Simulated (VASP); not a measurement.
# AlNi (Pm-3m) in VASP: notebook, part 2 of 2

VASP 6.6.1.

**3. Single point, PBE**

Input file INCAR:

```
PREC = Accurate
ENCUT = 520
EDIFF = 1E-6
ISMEAR = 0
SIGMA = 0.15
LREAL = False
LASPH = True
NELM = 100
ALGO = Normal
ISIF = 2
LWAVE = False
LCHARG = False
GGA = PE
NBANDS = 14
```

Input file KPOINTS:

```
Automatic mesh
0
Gamma
  18 18 18
```

Input file POSCAR:

```
AlNi
1.0
    2.8810000000      0.0000000000      0.0000000000
    0.0000000000      2.8810000000      0.0000000000
    0.0000000000      0.0000000000      2.8810000000
Al Ni
1 1
Direct
    0.0000000000      0.0000000000      0.0000000000
    0.5000000000      0.5000000000      0.5000000000
```

Potentials or basis: VASP PAW PBE potentials, release 64 (Al, Ni).

Run with:

```sh
cat potpaw_PBE.64/Al/POTCAR potpaw_PBE.64/Ni/POTCAR > POTCAR
mpirun -np 1 vasp_std > vasp.out
```

OUTCAR:

```text
PREC = Accurate
   ENCUT = 520
   EDIFF = 1E-6
   ISMEAR = 0
   LREAL = False
   LASPH = True
   NELM = 100
   ISIF = 2
   GGA = PE

 ion  position               nearest neighbor table
   1  0.000  0.000  0.000-   2 2.50   2 2.50   2 2.50   2 2.50   2 2.50   2 2.50   2 2.50   2 2.50

   2  0.500  0.500  0.500-   1 2.50   1 2.50   1 2.50   1 2.50   1 2.50   1 2.50   1 2.50   1 2.50

  LATTYP: Found a simple cubic cell.
 ALAT       =     2.8810000000

  Lattice vectors:

 A1 = (   2.8810000000,   0.0000000000,   0.0000000000)
 A2 = (   0.0000000000,   2.8810000000,   0.0000000000)
 A3 = (   0.0000000000,   0.0000000000,   2.8810000000)

Analysis of symmetry for initial positions (statically):
=====================================================================
 Subroutine PRICEL returns:
 Original cell was already a primitive cell.

 Routine SETGRP: Setting up the symmetry group for a
 simple cubic supercell.

 Subroutine GETGRP returns: Found 48 space group operations
 (whereof 48 operations were pure point group operations)
 out of a pool of 48 trial point group operations.

The static configuration has the point symmetry O_h .

Analysis of symmetry for dynamics (positions and initial velocities):
=====================================================================
 Subroutine PRICEL returns:
 Original cell was already a primitive cell.

 Routine SETGRP: Setting up the symmetry group for a
 simple cubic supercell.

 Subroutine GETGRP returns: Found 48 space group operations
 (whereof 48 operations were pure point group operations)
 out of a pool of 48 trial point group operations.

The dynamic configuration has the point symmetry O_h .

 Subroutine INISYM returns: Found 48 space group operations
 (whereof 48 operations are pure point group operations),
 and found     1 'primitive' translations

----------------------------------------------------------------------------------------

                                     Primitive cell

  volume of cell :      23.9128

[... 118 lines left out ...]
   LRPA    =     F    only Hartree local field effects (RPA)
 non-spin polarized calculation
 Gauss-broadening in eV      SIGMA  =   0.15
  energy-cutoff  :      520.00
  volume of cell :       23.91
 maximum number of plane-waves:       659
 NGX is ok and might be reduce to    24
   NGX = 11   NGY = 11   NGZ = 11

 number of electron      13.0000015 magnetization

 Free energy of the ion-electron system (eV)
  ---------------------------------------------------
  ext. energy  EPLUGINS =         0.00000000
  ---------------------------------------------------
  free energy    TOTEN  =       -10.54148783 eV

  energy without entropy =      -10.53267587  energy(sigma->0) =      -10.53708185

 E-fermi :  10.0293     XC(G=0): -12.0482

 val. band max:        9.9973404343   @ k =   0.3333   0.1111   0.0556
 cond. band min:      10.0362702063   @ k =   0.3333   0.3333   0.0556
 fundamental gap:      0.0389297719
 Fermi energy:        10.0293079491

 k-point     1 :       0.0000    0.0000    0.0000
  band No.  band energies     occupation
      1      -1.1118      2.00000
      2       6.8005      2.00000
      3       6.8005      2.00000
      4       8.4855      2.00000
      5       8.4855      2.00000
      6       8.4855      2.00000
      7      15.5257      0.00000
      8      15.5257      0.00000
      9      15.5257      0.00000
     10      18.1508      0.00000
     11      18.1508      0.00000
     12      23.7681      0.00000
     13      30.9532      0.00000
     14      30.9532      0.00000
[... 377 lines left out ...]
      1       1.0919      2.00000
      2       5.7680      2.00000
      3       7.1641      2.00000
      4       7.8567      2.00000
      5       7.9557      2.00000
      6       8.4693      2.00000
      7       9.9673      1.44148
      8      15.6872      0.00000
      9      18.1794      0.00000
     10      19.2338      0.00000
     11      22.1928      0.00000
     12      23.8917      0.00000
     13      23.9244      0.00000
     14      27.1406      0.00000

 [... further k-points ...]

------------------------ aborting loop because EDIFF is reached ----------------------------------------

  FORCE on cell =-STRESS in cart. coord.  units (eV):
  Direction    XX          YY          ZZ          XY          YZ          ZX
  --------------------------------------------------------------------------------------
  -------------------------------------------------------------------------------------
  Total        0.3055664      0.3055664      0.3055664     -0.0000000      0.0000000     -0.0000000
  in kB       20.4732331     20.4732331     20.4732331     -0.0000000      0.0000000     -0.0000000
  external PRESSURE =      20.4732331 kB  Pullay stress =       0.0000000 kB

 VOLUME and BASIS-vectors are now :
 -----------------------------------------------------------------------------
  energy-cutoff  :      520.00
  volume of cell :       23.91
      direct lattice vectors                 reciprocal lattice vectors
     2.881000000  0.000000000  0.000000000     0.347101701  0.000000000  0.000000000
     0.000000000  2.881000000  0.000000000     0.000000000  0.347101701  0.000000000
     0.000000000  0.000000000  2.881000000     0.000000000  0.000000000  0.347101701

 POSITION                                       TOTAL-FORCE (eV/Angst)
 -----------------------------------------------------------------------------------
      0.00000      0.00000      0.00000         0.000000      0.000000      0.000000
      1.44050      1.44050      1.44050         0.000000      0.000000      0.000000
 -----------------------------------------------------------------------------------
    total drift:                                0.000000      0.000000     -0.000000

  FREE ENERGIE OF THE ION-ELECTRON SYSTEM (eV)
  ---------------------------------------------------
  free  energy   TOTEN  =       -10.5414878332 eV

  energy  without entropy=      -10.5326758742  energy(sigma->0) =      -10.53708185
```

OSZICAR:

```text
N       E                     dE             d eps       ncg     rms          rms(c)
DAV:   1     0.406967405553E+02    0.40697E+02   -0.53718E+03  6272   0.963E+02
DAV:   2    -0.102207534317E+02   -0.50917E+02   -0.46060E+02  6646   0.179E+02
DAV:   3    -0.119527942963E+02   -0.17320E+01   -0.17175E+01  7728   0.367E+01
DAV:   4    -0.119757500803E+02   -0.22956E-01   -0.22950E-01  7512   0.384E+00
DAV:   5    -0.119764503436E+02   -0.70026E-03   -0.70025E-03  7900   0.735E-01    0.119E+01
DAV:   6    -0.138553148778E+02   -0.18789E+01   -0.45631E+01  7198   0.938E+01    0.156E+01
DAV:   7    -0.105675943580E+02    0.32877E+01   -0.13602E+01  7294   0.562E+01    0.996E-01
DAV:   8    -0.105550924279E+02    0.12502E-01   -0.27918E-01  7768   0.555E+00    0.977E-01
DAV:   9    -0.105417685591E+02    0.13324E-01   -0.43021E-02  7914   0.268E+00    0.181E-01
DAV:  10    -0.105414893982E+02    0.27916E-03   -0.12597E-03  8408   0.467E-01    0.714E-02
DAV:  11    -0.105414885988E+02    0.79936E-06   -0.38279E-05  7812   0.525E-02    0.111E-02
DAV:  12    -0.105414878332E+02    0.76565E-06   -0.13293E-06  5646   0.158E-02
   1 F= -.10541488E+02 E0= -.10537082E+02  d E =-.881196E-02
```

stdout:

```text
POSCAR found type information on POSCAR AlNi
 POSCAR found :  2 types and       2 ions
 scaLAPACK will be used
 LDA part: xc-table for (Slater+PW92), standard interpolation
 POSCAR, INCAR and KPOINTS ok, starting setup
 FFT: planning ... GRIDC
 FFT: planning ... GRID_SOFT
 FFT: planning ... GRID
 WAVECAR not read
 entering main loop
```

It took 19 s on 1 thread of Intel Xeon 6975P-C (Granite Rapids), shared host; peak memory 0.19 GiB.

Results:

| Property | Result |
| --- | --- |
| Free energy | -10.5415 eV |
| Pressure | 2.0 GPa |

Levels at points of the mesh, in eV from the Fermi level:
```tsv
k point	band 4	band 5	band 6	band 7	band 8	band 9	band 10	band 11
(0.00, 0.00, 0.00)	-1.54	-1.54	-1.54	5.50	5.50	5.50	8.12	8.12
(0.50, 0.00, 0.00)	-2.25	-2.25	-1.46	-0.65	8.28	10.02	10.02	10.88
(0.50, 0.50, 0.00)	-2.89	-2.08	-2.08	-1.02	1.48	2.46	12.27	15.13
(0.50, 0.50, 0.50)	-0.99	-0.99	2.00	2.00	2.00	3.69	4.44	4.44
```
